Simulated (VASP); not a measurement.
# BP (I-4m2) in VASP: a series of runs, part 2 of 2

VASP 6.6.1.

## Step 3: Relaxation of the atoms, PBE (z stretched by -2 %)

INCAR

```
SYSTEM = BP
ALGO = Normal
EDIFF = 1E-6
EDIFFG = -0.02
ENCUT = 520
GGA = PE
IBRION = 2
ISIF = 2
ISMEAR = -1
LASPH = .True.
LCHARG = .False.
LREAL = .False.
LWAVE = .False.
NELM = 100
NSW = 80
PREC = Accurate
SIGMA = 0.02
```

KPOINTS

```
k-points
0
Gamma
  16 16 16
  0 0 0
```

POSCAR

```
BP
1.0
    0.0000000000      2.2690000000      2.2236200000
    2.2690000000      0.0000000000      2.2236200000
    2.2690000000      2.2690000000      0.0000000000
B P
1 1
Direct
    0.0000000000      0.0000000000      0.0000000000
    0.2500000000      0.2500000000      0.2500000000
```

Potentials or basis: VASP PAW PBE potentials, release 64 (B, P).

Command:

```sh
$ cat potpaw_PBE.64/B/POTCAR potpaw_PBE.64/P/POTCAR > POTCAR
$ mpirun -np 1 vasp_std > vasp.out
```

OUTCAR:

```text
SYSTEM = BP
   EDIFF = 1E-6
   EDIFFG = -0.02
   ENCUT = 520
   GGA = PE
   IBRION = 2
   ISIF = 2
   ISMEAR = -1
   LASPH = .True.
   LREAL = .False.
   NELM = 100
   NSW = 80
   PREC = Accurate

 ion  position               nearest neighbor table
   1  0.000  0.000  0.000-   2 1.95   2 1.95   2 1.95   2 1.95
   2  0.250  0.250  0.250-   1 1.95   1 1.95   1 1.95   1 1.95

  LATTYP: Found a body centered tetragonal cell.
 ALAT       =     3.2088505730
 C/A-ratio  =     1.3859292911

  Lattice vectors:

 A1 = (   0.0000000000,  -2.2690000000,  -2.2236200000)
 A2 = (   0.0000000000,   2.2690000000,  -2.2236200000)
 A3 = (   2.2690000000,   0.0000000000,   2.2236200000)

Analysis of symmetry for initial positions (statically):
=====================================================================
 Subroutine PRICEL returns:
 Original cell was already a primitive cell.

 Routine SETGRP: Setting up the symmetry group for a
 body centered tetragonal supercell.

 Subroutine GETGRP returns: Found  8 space group operations
 (whereof  8 operations were pure point group operations)
 out of a pool of 16 trial point group operations.

The static configuration has the point symmetry D_2d.

Analysis of symmetry for dynamics (positions and initial velocities):
=====================================================================
 Subroutine PRICEL returns:
 Original cell was already a primitive cell.

 Routine SETGRP: Setting up the symmetry group for a
 body centered tetragonal supercell.

 Subroutine GETGRP returns: Found  8 space group operations
 (whereof  8 operations were pure point group operations)
 out of a pool of 16 trial point group operations.

The dynamic configuration has the point symmetry D_2d.

 Subroutine INISYM returns: Found  8 space group operations
 (whereof  8 operations are pure point group operations),
 and found     1 'primitive' translations

[... 119 lines left out ...]
   GGA     = PE    functional components
   LHFCALC =     F    Hartree Fock is set to
   AEXX    =    0.0000 exact exchange contribution
   IVDW    =     0    specifies the selected vdW correction
   LEPSILON=     F    determine dielectric tensor
   LRPA    =     F    only Hartree local field effects (RPA)
 conjugate gradient relaxation of ions
 non-spin polarized calculation
  energy-cutoff  :      520.00
  volume of cell :       22.90
 maximum number of plane-waves:       628
   NGX = 11   NGY = 11   NGZ = 11

 number of electron       8.0000001 magnetization

 Free energy of the ion-electron system (eV)
  ---------------------------------------------------
  ext. energy  EPLUGINS =         0.00000000
  ---------------------------------------------------
  free energy    TOTEN  =       -12.91779028 eV

  energy without entropy =      -12.91779028  energy(sigma->0) =      -12.91779028

 E-fermi :   8.1786     XC(G=0): -10.9950

 val. band max:        7.8043644220   @ k =   0.0000   0.0000   0.0000
 cond. band min:       8.7190966815   @ k =   0.4375   0.4375   0.0000
 fundamental gap:      0.9147322595
 Fermi energy:         8.1786226554

 k-point     1 :       0.0000    0.0000    0.0000
  band No.  band energies     occupation
      1      -7.9680      2.00000
      2       7.6091      2.00000
      3       7.6092      2.00000
      4       7.8044      2.00000
      5      11.0311      0.00000
      6      11.1459      0.00000
      7      11.1459      0.00000
      8      15.3517      0.00000
[... 243 lines left out ...]
 k-point    24 :      -0.0625    0.0625    0.0000
  band No.  band energies     occupation
      1      -7.7796      2.00000
      2       6.5120      2.00000
      3       7.0038      2.00000
      4       7.5013      2.00000
      5      11.3321      0.00000
      6      11.5722      0.00000
      7      11.8088      0.00000
      8      15.8335      0.00000

 [... further k-points ...]

------------------------ aborting loop because EDIFF is reached ----------------------------------------

  FORCE on cell =-STRESS in cart. coord.  units (eV):
  Direction    XX          YY          ZZ          XY          YZ          ZX
  --------------------------------------------------------------------------------------
  -------------------------------------------------------------------------------------
  Total        0.3670937      0.3670937      1.1321754      0.0000000      0.0000000      0.0000000
  in kB       25.6878640     25.6878640     79.2254548      0.0000000      0.0000000      0.0000000
  external PRESSURE =      43.5337276 kB  Pullay stress =       0.0000000 kB

 VOLUME and BASIS-vectors are now :
 -----------------------------------------------------------------------------
  energy-cutoff  :      520.00
  volume of cell :       22.90
      direct lattice vectors                 reciprocal lattice vectors
     0.000000000  2.269000000  2.223620000    -0.220361393  0.220361393  0.224858564
     2.269000000  0.000000000  2.223620000     0.220361393 -0.220361393  0.224858564
     2.269000000  2.269000000  0.000000000     0.220361393  0.220361393 -0.224858564

 POSITION                                       TOTAL-FORCE (eV/Angst)
 -----------------------------------------------------------------------------------
      0.00000      0.00000      0.00000        -0.000000      0.000000     -0.000000
      1.13450      1.13450      1.11181         0.000000      0.000000      0.000000
 -----------------------------------------------------------------------------------
    total drift:                                0.000000      0.000000     -0.000000

  FREE ENERGIE OF THE ION-ELECTRON SYSTEM (eV)
  ---------------------------------------------------
  free  energy   TOTEN  =       -12.9177902823 eV

  energy  without entropy=      -12.9177902823  energy(sigma->0) =      -12.91779028

 reached required accuracy - stopping structural energy minimisation
```

CONTCAR:

```text
BP
   1.00000000000000
     0.0000000000000000    2.2690000000000001    2.2236199999999999
     2.2690000000000001    0.0000000000000000    2.2236199999999999
     2.2690000000000001    2.2690000000000001    0.0000000000000000
  B               P
     1     1
Direct
     0.0000000000000000    0.0000000000000000    0.0000000000000000
     0.2500000000000000    0.2500000000000000    0.2500000000000000

  0.00000000E+00  0.00000000E+00  0.00000000E+00
  0.00000000E+00  0.00000000E+00  0.00000000E+00
```

Run time: 35 s. Hardware: 1 thread of Intel Xeon Platinum 8259CL at 2.50GHz (Skylake/Cascade Lake), shared host; peak memory 0.18 GiB.

Results:

| Quantity | Value |
| --- | --- |
| Free energy | -12.9178 eV |
| Pressure after relaxing | 4.4 GPa |
| Band gap on the k mesh | 0.91 eV (least direct gap 3.23 eV) |

Final structure:
```xyz
2
Lattice="0.0000 2.2690 2.2236 2.2690 0.0000 2.2236 2.2690 2.2690 0.0000" Properties=species:S:1:pos:R:3 pbc="T T T"
B     0.0000    0.0000    0.0000
P     1.1345    1.1345    1.1118
```

Levels at points of the mesh, in eV from the valence-band top:
```csv
k point,band 1,band 2,band 3,band 4,band 5,band 6,band 7,band 8
"(0.00, 0.00, 0.00)",-15.77,-0.20,-0.20,0.00,3.23,3.34,3.34,7.55
"(0.50, 0.00, 0.00)",-12.37,-9.31,-2.04,-1.78,3.71,4.49,4.76,10.07
"(0.50, 0.50, 0.00)",-10.68,-8.69,-4.46,-4.46,1.01,1.32,12.17,12.17
"(0.50, 0.00, 0.50)",-10.88,-8.88,-4.27,-4.22,1.24,1.61,11.96,12.39
```

Caveat: the cell differs from its parent crystal (z stretched by -2 %).
